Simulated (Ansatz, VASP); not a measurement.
## One calculation of NaF, two programs

File INCAR:

```
PREC = Accurate
ENCUT = 600
EDIFF = 1E-6
ISMEAR = 0
SIGMA = 0.1
LREAL = F
LASPH = T
NELM = 120
ALGO = Normal
ISIF = 2
LWAVE = F
LCHARG = F
GGA = PE
IVDW = 12
NBANDS = 14
GGA_COMPAT = F
```

The input KPOINTS:

```
regular mesh
0
Gamma
  6 6 6
```

The input POSCAR:

```
NaF
1.0
    0.0000000000      2.2858943900      2.2858943900
    2.2858943900      0.0000000000      2.2858943900
    2.2858943900      2.2858943900      0.0000000000
Na F
1 1
Direct
    0.0000000000      0.0000000000      0.0000000000
    0.5000000000      0.5000000000      0.5000000000
```

Input for Ansatz:

```yaml
crystal:
  lattice:
    - [0.0, 2.28589439, 2.28589439]
    - [2.28589439, 0.0, 2.28589439]
    - [2.28589439, 2.28589439, 0.0]
  atoms:
    - { symbol: Na, position: [0.0, 0.0, 0.0] }
    - { symbol: F, position: [0.5, 0.5, 0.5] }
basis:
  ecutwfc: 420
kpoints:
  mp_grid: { grid: [6, 6, 6] }
hamiltonian:
  xc: pbe
  dispersion: d3bj
scf:
  occupations: { method: gaussian, width: 0.1 }
  lower_state_search: "off"
output:
  forces: true
  stress: true
  eigenvalues: true
```

Alike in both runs: task single point; functional PBE; dispersion D3(BJ); k mesh 6 × 6 × 6; occupations gaussian, width 0.1 eV; no spin polarisation.

|  | VASP | Ansatz |
| --- | --- | --- |
| version | VASP 6.6.1 | Ansatz 0.2.0 |
| potentials or method | VASP PAW PBE potentials, release 64 (Na_pv, F), cutoff 600 eV | scalar-relativistic, plane waves, PAW |
| valence electrons in the cell | 14 | 16 |

Ansatz gave:

```
gap on the k mesh at the Fermi level (eV) : 6.54
least direct gap on the mesh (eV)         : 6.54
pressure (GPa)                            : 2.0
```

Problem. Estimate VASP's values.

Solution. gap on the k mesh at the Fermi level (eV): 6.53; least direct gap on the mesh (eV): 6.53; pressure (GPa): 1.8.

VASP's potentials hold 14 valence electrons a cell and Ansatz's 16, so a difference there can come from the potentials and not from the codes.
